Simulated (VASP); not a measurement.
# MgO (P6_3mc) in VASP: notebook

Runs on MgO. Level: r2SCAN. Tasks: single point.

Program: VASP 6.6.1. These are calculated values, not measurements. Logs are shortened: lines on timing, memory, paths and dates and some standing lists are left out, and cuts for length are marked.

### 1 The cell of the first run

The structure is hexagonal, space group P6_3mc (No. 186). The conventional cell has a = 3.288 Å, b = 3.288 Å, c = 5.135 Å, α = 90.00°, β = 90.00°, γ = 120.00°. Within 2.6 Å of Mg (site symmetry 3m) lie 4 O at 1.98 to 2.00 Å. Within 2.6 Å of O (site symmetry 3m) lie 4 Mg at 1.98 to 2.00 Å.

### 2 Single point, r2SCAN (uniaxial z strain +2.0%)

Contents of POSCAR:

```
MgO
1.0
    3.2882172281      0.0000000000      0.0000000000
   -1.6441086140      2.8476796527      0.0000000000
    0.0000000000      0.0000000000      5.1350536003
Mg O
2 2
Direct
    0.3333333333      0.6666666667     -0.0070092543
    0.6666666667      0.3333333333      0.4929907457
    0.3333333333      0.6666666667      0.3820092543
    0.6666666667      0.3333333333      0.8820092543
```

Contents of INCAR.step1:

```
PREC = Accurate
ENCUT = 520
ISMEAR = 0
SIGMA = 0.01
LREAL = F
LASPH = T
NELM = 60
NBANDS = 16
GGA = PE
ALGO = Normal
EDIFF = 1E-4
LWAVE = T
LCHARG = F
```

Contents of INCAR.step2:

```
PREC = Accurate
ENCUT = 520
EDIFF = 1E-6
ISMEAR = 0
SIGMA = 0.01
LREAL = F
LASPH = T
NELM = 60
ALGO = Normal
ISIF = 2
LWAVE = F
LCHARG = T
METAGGA = R2SCAN
LMIXTAU = T
LELF = T
LVHAR = T
NBANDS = 16
ISTART = 1
```

Contents of KPOINTS:

```
regular mesh
0
Gamma
  12 12 6
```

Potentials or basis: VASP PAW PBE potentials, release 64 (Mg, O).

Launch:

```console
> cat potpaw_PBE.64/Mg/POTCAR potpaw_PBE.64/O/POTCAR > POTCAR
> cp INCAR.step1 INCAR
> mpirun -np 1 vasp_std > vasp.out
> cp INCAR.step2 INCAR
> mpirun -np 1 vasp_std > vasp.out
```

OUTCAR:

```text
PREC = Accurate
   ENCUT = 520
   EDIFF = 1E-6
   ISMEAR = 0
   LREAL = F
   LASPH = T
   NELM = 60
   ISIF = 2
   METAGGA = R2SCAN
   ISTART = 1

 ion  position               nearest neighbor table
   1  0.333  0.667  0.993-   4 1.98   4 1.98   4 1.98   3 2.00   2 3.19   2 3.19   2 3.19   2 3.19
                             2 3.19   2 3.19
   2  0.667  0.333  0.493-   3 1.98   3 1.98   3 1.98   4 2.00   1 3.19   1 3.19   1 3.19   1 3.19
                             1 3.19   1 3.19
   3  0.333  0.667  0.382-   2 1.98   2 1.98   2 1.98   1 2.00
   4  0.667  0.333  0.882-   1 1.98   1 1.98   1 1.98   2 2.00

  LATTYP: Found a hexagonal cell.
 ALAT       =     3.2882172281
 C/A-ratio  =     1.5616527875

  Lattice vectors:

 A1 = (   3.2882172281,   0.0000000000,   0.0000000000)
 A2 = (  -1.6441086140,   2.8476796527,   0.0000000000)
 A3 = (   0.0000000000,   0.0000000000,   5.1350536003)

Analysis of symmetry for initial positions (statically):
=====================================================================
 Subroutine PRICEL returns:
 Original cell was already a primitive cell.

 Routine SETGRP: Setting up the symmetry group for a
 hexagonal supercell.

 Subroutine GETGRP returns: Found 12 space group operations
 (whereof  6 operations were pure point group operations)
 out of a pool of 24 trial point group operations.

The static configuration has the point symmetry C_3v.
 The point group associated with its full space group is C_6v.

Analysis of symmetry for dynamics (positions and initial velocities):
=====================================================================
 Subroutine PRICEL returns:
 Original cell was already a primitive cell.

 Routine SETGRP: Setting up the symmetry group for a
 hexagonal supercell.

 Subroutine GETGRP returns: Found 12 space group operations
 (whereof  6 operations were pure point group operations)
 out of a pool of 24 trial point group operations.

The dynamic configuration has the point symmetry C_3v.
 The point group associated with its full space group is C_6v.

 Subroutine INISYM returns: Found 12 space group operations
 (whereof  6 operations are pure point group operations),
 and found     1 'primitive' translations

----------------------------------------------------------------------------------------

                                     Primitive cell

  volume of cell :      48.0836

  direct lattice vectors                    reciprocal lattice vectors
[... 89 lines left out ...]
   ENCUT  =  520.0 eV  38.22 Ry    6.18 a.u.   6.11  6.11  9.55*2*pi/ulx,y,z
   NELM   =     60;   NELMIN=  2; NELMDL=  0     # of ELM steps
   EDIFF  = 0.1E-05   stopping-criterion for ELM
   LREAL  =      F    real-space projection
   EDIFFG = 0.1E-04   stopping-criterion for IOM
   NSW    =      0    number of steps for IOM
   IBRION =     -1    ionic relax: 0-MD 1-quasi-New 2-CG
   NFREE  =      0    steps in history (QN), initial steepest desc. (CG)
   ISIF   =      2    stress and relaxation
   ISYM   =      2    0-nonsym 1-usesym 2-fastsym
   POTIM  = 0.5000    time-step for ionic-motion
   TEBEG  =    0.0;   TEEND  =   0.0 temperature during run
   PSTRESS=    0.0 pullay stress
   NELECT =      16.0000    total number of electrons
   NUPDOWN=      -1.0000    fix difference up-down
   EMIN   =  10.00;   EMAX   =-10.00  energy-range for DOS
   EFERMI =   0.00;   METHOD = LEGACY
   ISMEAR =     0;   SIGMA  =   0.01  broadening in eV -4-tet -1-fermi 0-gaus
   EFERMI_NEDOS =   21; number of points for ismear=-14 and -15
   IALGO  =     38    algorithm
   IMIX   =      4    mixing-type and parameters
     AMIX     =   0.40;   BMIX     =  1.00
     AMIX_MAG =   1.60;   BMIX_MAG =  1.00
  volume/ion in A,a.u.               =      12.02        81.12
  Fermi-wavevector in a.u.,A,eV,Ry     =   1.134443  2.143786 17.510162  1.286961
  Thomas-Fermi vector in A             =   2.271147
   LORBIT       =      0    0 simple, 1 ext, 2 COOP (PROOUT), +10 PAW based schemes
   METAGGA = R2SCAN    functional components
   LHFCALC =     F    Hartree Fock is set to
   AEXX    =    0.0000 exact exchange contribution
   IVDW    =     0    specifies the selected vdW correction
   LEPSILON=     F    determine dielectric tensor
   LRPA    =     F    only Hartree local field effects (RPA)
 non-spin polarized calculation
 Gauss-broadening in eV      SIGMA  =   0.01
  energy-cutoff  :      520.00
  volume of cell :       48.08
 maximum number of plane-waves:      1314
   NGX = 13   NGY = 13   NGZ = 19

 number of electron      16.0000008 magnetization

 Free energy of the ion-electron system (eV)
  ---------------------------------------------------
  ext. energy  EPLUGINS =         0.00000000
  ---------------------------------------------------
  free energy    TOTEN  =       -31.84589558 eV

  energy without entropy =      -31.84589558  energy(sigma->0) =      -31.84589558

 E-fermi :   0.6091     XC(G=0): -10.1108

 val. band max:        0.4908351129   @ k =   0.0000   0.0000   0.0000
 cond. band min:       4.6611355301   @ k =   0.0000   0.0000   0.0000
 fundamental gap:      4.1703004172
 Fermi energy:         0.6090740642

 k-point     1 :       0.0000    0.0000    0.0000
  band No.  band energies     occupation
      1     -16.5226      2.00000
      2     -15.8232      2.00000
      3      -2.6499      2.00000
      4      -0.0554      2.00000
      5      -0.0554      2.00000
      6       0.2234      2.00000
[... 433 lines left out ...]
      3      -2.1062      2.00000
      4      -1.6656      2.00000
      5      -1.0955      2.00000
      6      -0.4370      2.00000
[... 8 lines left out ...]
     15      16.0887      0.00000
     16      17.3140      0.00000

 [... further k-points ...]
[... 5 lines left out ...]
  --------------------------------------------------------------------------------------
  -------------------------------------------------------------------------------------
  Total       -0.7158805     -0.7158805     -0.9602362     -0.0000000      0.0000000      0.0000000
  in kB      -23.8536300    -23.8536300    -31.9957322     -0.0000000      0.0000000      0.0000000
  external PRESSURE =     -26.5676641 kB  Pullay stress =       0.0000000 kB

 VOLUME and BASIS-vectors are now :
 -----------------------------------------------------------------------------
  energy-cutoff  :      520.00
  volume of cell :       48.08
      direct lattice vectors                 reciprocal lattice vectors
     3.288217228  0.000000000  0.000000000     0.304116161  0.175581547  0.000000000
    -1.644108614  2.847679653  0.000000000     0.000000000  0.351163095  0.000000000
     0.000000000  0.000000000  5.135053600     0.000000000  0.000000000  0.194739934

 POSITION                                       TOTAL-FORCE (eV/Angst)
 -----------------------------------------------------------------------------------
     -0.00000      1.89845      5.09906        -0.000000      0.000000      0.002293
      1.64411      0.94923      2.53153         0.000000      0.000000      0.002293
     -0.00000      1.89845      1.96164         0.000000      0.000000     -0.002293
      1.64411      0.94923      4.52916         0.000000      0.000000     -0.002293
 -----------------------------------------------------------------------------------
    total drift:                                0.000000      0.000001     -0.007079

  FREE ENERGIE OF THE ION-ELECTRON SYSTEM (eV)
  ---------------------------------------------------
  free  energy   TOTEN  =       -31.8458955764 eV

  energy  without entropy=      -31.8458955764  energy(sigma->0) =      -31.84589558
```

OSZICAR.step1:

```text
N       E                     dE             d eps       ncg     rms          rms(c)
DAV:   1     0.618053600988E+02    0.61805E+02   -0.74518E+03  2432   0.879E+02
DAV:   2    -0.237107419770E+02   -0.85516E+02   -0.78863E+02  3288   0.197E+02
DAV:   3    -0.277938191889E+02   -0.40831E+01   -0.40721E+01  2808   0.447E+01
DAV:   4    -0.278110236015E+02   -0.17204E-01   -0.17204E-01  3008   0.341E+00
DAV:   5    -0.278111094593E+02   -0.85858E-04   -0.85858E-04  2864   0.231E-01    0.117E+01
DAV:   6    -0.235888353902E+02    0.42223E+01   -0.12444E+01  2440   0.262E+01    0.392E+00
DAV:   7    -0.235374206421E+02    0.51415E-01   -0.17589E-01  2464   0.335E+00    0.221E+00
DAV:   8    -0.235332035774E+02    0.42171E-02   -0.99022E-02  2568   0.342E+00    0.510E-01
DAV:   9    -0.235307345470E+02    0.24690E-02   -0.30957E-03  3048   0.511E-01    0.180E-01
DAV:  10    -0.235314976845E+02   -0.76314E-03   -0.16045E-03  2480   0.259E-01    0.294E-02
DAV:  11    -0.235315208346E+02   -0.23150E-04   -0.15407E-05  1584   0.270E-02
   1 F= -.23531521E+02 E0= -.23531521E+02  d E =-.235488E-66
```

Run time: 55 s. Hardware: 1 thread of Intel Xeon 6975P-C (Granite Rapids), shared host; peak memory 0.19 GiB.

What came out:

- Free energy: -31.8459 eV
- Pressure: -2.7 GPa
- Band gap on the k mesh: 4.17 eV, direct

Forces on the atoms (eV/Å):
```
Mg   0.000  0.000  0.002
Mg   0.000  0.000  0.002
O    0.000  0.000 -0.002
O    0.000  0.000 -0.002
```

Caveat: the cell differs from its parent crystal (uniaxial z strain +2.0%); the PAW data sets were made with another functional, which shifts forces and pressure a little.

### 3 Single point, r2SCAN (uniaxial z strain +3.0%)

Contents of POSCAR:

```
MgO
1.0
    3.2882172281      0.0000000000      0.0000000000
   -1.6441086140      2.8476796527      0.0000000000
    0.0000000000      0.0000000000      5.1853972630
Mg O
2 2
Direct
    0.3333333333      0.6666666667     -0.0057557920
    0.6666666667      0.3333333333      0.4942442080
    0.3333333333      0.6666666667      0.3807557920
    0.6666666667      0.3333333333      0.8807557920
```

Contents of INCAR.step1:

```
PREC = Accurate
ENCUT = 520
ISMEAR = 0
SIGMA = 0.01
LREAL = False
LASPH = True
NELM = 60
NBANDS = 16
GGA = PE
ALGO = Normal
EDIFF = 1E-4
LWAVE = True
LCHARG = False
```

Contents of INCAR.step2:

```
PREC = Accurate
ENCUT = 520
EDIFF = 1E-6
ISMEAR = 0
SIGMA = 0.01
LREAL = False
LASPH = True
NELM = 60
ALGO = Normal
ISIF = 2
LWAVE = False
LCHARG = True
METAGGA = R2SCAN
LMIXTAU = True
LELF = True
LVHAR = True
NBANDS = 16
ISTART = 1
```

Contents of KPOINTS:

```
Automatic mesh
0
Gamma
  12 12 6
```

Potentials or basis: VASP PAW PBE potentials, release 64 (Mg, O).

Launch:

```console
> cat potpaw_PBE.64/Mg/POTCAR potpaw_PBE.64/O/POTCAR > POTCAR
> cp INCAR.step1 INCAR
> mpirun -np 1 vasp_std > vasp.out
> cp INCAR.step2 INCAR
> mpirun -np 1 vasp_std > vasp.out
```

Wall time 54 s (1 thread of Intel Xeon 6975P-C (Granite Rapids), shared host); peak memory 0.2 GiB.

The run converged. Its results:

- Free energy: -31.8348 eV
- Pressure: -3.7 GPa
- Band gap on the k mesh: 4.15 eV, direct

Forces on the atoms (eV/Å):
```
Mg   0.000  0.000  0.002
Mg   0.000  0.000  0.002
O    0.000  0.000 -0.002
O    0.000  0.000 -0.002
```

Stress tensor (GPa, compression positive):
```
-3.18  0.00  0.00
 0.00 -3.18  0.00
 0.00  0.00 -4.67
```

Levels at points of the mesh, in eV from the valence-band top:
| k point | band 4 | band 5 | band 6 | band 7 | band 8 | band 9 | band 10 | band 11 | band 12 | band 13 |
| --- | --- | --- | --- | --- | --- | --- | --- | --- | --- | --- |
| (0.00, 0.00, 0.00) | -0.48 | -0.48 | -0.21 | -0.21 | 0.00 | 4.15 | 9.30 | 10.82 | 15.38 | 15.38 |
| (0.50, 0.00, 0.00) | -2.06 | -1.56 | -1.01 | -0.69 | -0.35 | 8.63 | 8.67 | 10.01 | 11.58 | 13.91 |
| (0.00, 0.00, 0.50) | -1.87 | -0.35 | -0.35 | -0.35 | -0.35 | 6.58 | 6.58 | 13.82 | 13.82 | 15.87 |
| (0.50, 0.00, 0.50) | -2.87 | -0.70 | -0.70 | -0.63 | -0.63 | 8.10 | 8.10 | 11.66 | 11.66 | 14.48 |

Caveat: the cell differs from its parent crystal (uniaxial z strain +3.0%); the PAW data sets were made with another functional, which shifts forces and pressure a little.

### 4 Single point, r2SCAN (uniaxial z strain +4.0%)

Contents of POSCAR:

```
MgO
1.0
    3.2882172281      0.0000000000      0.0000000000
   -1.6441086140      2.8476796527      0.0000000000
    0.0000000000      0.0000000000      5.2357409258
Mg O
2 2
Direct
    0.3333333333      0.6666666667     -0.0046168636
    0.6666666667      0.3333333333      0.4953831364
    0.3333333333      0.6666666667      0.3796168636
    0.6666666667      0.3333333333      0.8796168636
```

Contents of INCAR.step1:

```
SYSTEM = MgO
PREC = Accurate ; ENCUT = 520
ISMEAR = 0 ; SIGMA = 0.01
LREAL = .FALSE. ; LASPH = .TRUE.
NELM = 60 ; NBANDS = 16
GGA = PE ; ALGO = Normal
EDIFF = 1E-4 ; LWAVE = .TRUE.
LCHARG = .FALSE.
```

Contents of INCAR.step2:

```
SYSTEM = MgO
PREC = Accurate ; ENCUT = 520
EDIFF = 1E-7 ; ISMEAR = 0
SIGMA = 0.01 ; LREAL = .FALSE.
LASPH = .TRUE. ; NELM = 60
ALGO = Normal ; ISIF = 2
LWAVE = .FALSE. ; LCHARG = .TRUE.
METAGGA = R2SCAN ; LMIXTAU = .TRUE.
LELF = .TRUE. ; LVHAR = .TRUE.
NBANDS = 16 ; ISTART = 1
```

Contents of KPOINTS:

```
Automatic mesh
0
G
  12 12 6
  0 0 0
```

Launch:

```console
> cat potpaw_PBE.64/Mg/POTCAR potpaw_PBE.64/O/POTCAR > POTCAR
> cp INCAR.step1 INCAR
> mpirun -np 1 vasp_std > vasp.out
> cp INCAR.step2 INCAR
> mpirun -np 1 vasp_std > vasp.out
```

Run time: 65 s. Hardware: 1 thread of Intel Xeon 6975P-C (Granite Rapids), shared host; peak memory 0.2 GiB.

The run converged. Its results:

* Free energy: -31.8194 eV
* Pressure: -4.7 GPa
* Band gap on the k mesh: 4.13 eV, direct

Forces in eV/Å, atoms in the order of the input:
```
Mg   0.000  0.000  0.003
Mg   0.000  0.000  0.003
O    0.000  0.000 -0.003
O    0.000  0.000 -0.003
```

Stress tensor (GPa, compression positive):
```
-3.92  0.00  0.00
 0.00 -3.92  0.00
 0.00  0.00 -6.21
```

Levels at points of the mesh, in eV from the valence-band top:
| k point | band 5 | band 6 | band 7 | band 8 | band 9 | band 10 | band 11 | band 12 |
| --- | --- | --- | --- | --- | --- | --- | --- | --- |
| (0.00, 0.00, 0.00) | -0.41 | -0.16 | -0.16 | 0.00 | 4.13 | 9.26 | 10.71 | 15.42 |
| (0.50, 0.00, 0.00) | -1.52 | -0.94 | -0.66 | -0.32 | 8.61 | 8.63 | 9.96 | 11.54 |
| (0.00, 0.00, 0.50) | -0.29 | -0.29 | -0.29 | -0.29 | 6.54 | 6.54 | 13.70 | 13.70 |
| (0.50, 0.00, 0.50) | -0.64 | -0.64 | -0.61 | -0.61 | 8.08 | 8.08 | 11.61 | 11.61 |

Caveat: the cell differs from its parent crystal (uniaxial z strain +4.0%); the PAW data sets were made with another functional, which shifts forces and pressure a little.

### 5 Summary

| cell | gap on the mesh (eV) | pressure (GPa) |
| --- | --- | --- |
| a = 3.288, b = 3.288, c = 5.135 Å, angles 90.0, 90.0, 120.0°, 4 atoms | 4.17 | -2.7 |
| a = 3.288, b = 3.288, c = 5.185 Å, angles 90.0, 90.0, 120.0°, 4 atoms | 4.15 | -3.7 |
| a = 3.288, b = 3.288, c = 5.236 Å, angles 90.0, 90.0, 120.0°, 4 atoms | 4.13 | -4.7 |

Alike in all rows: task single point; level r2SCAN; potentials or basis VASP PAW PBE potentials, release 64 (Mg, O); no spin polarisation; k mesh 12 × 12 × 6; cutoff (eV) 520; smearing gaussian 0.01 eV.

Caveats: the PAW data sets were made with another functional, which shifts forces and pressure a little.

Absolute energies hang on the potentials; compare differences alone.
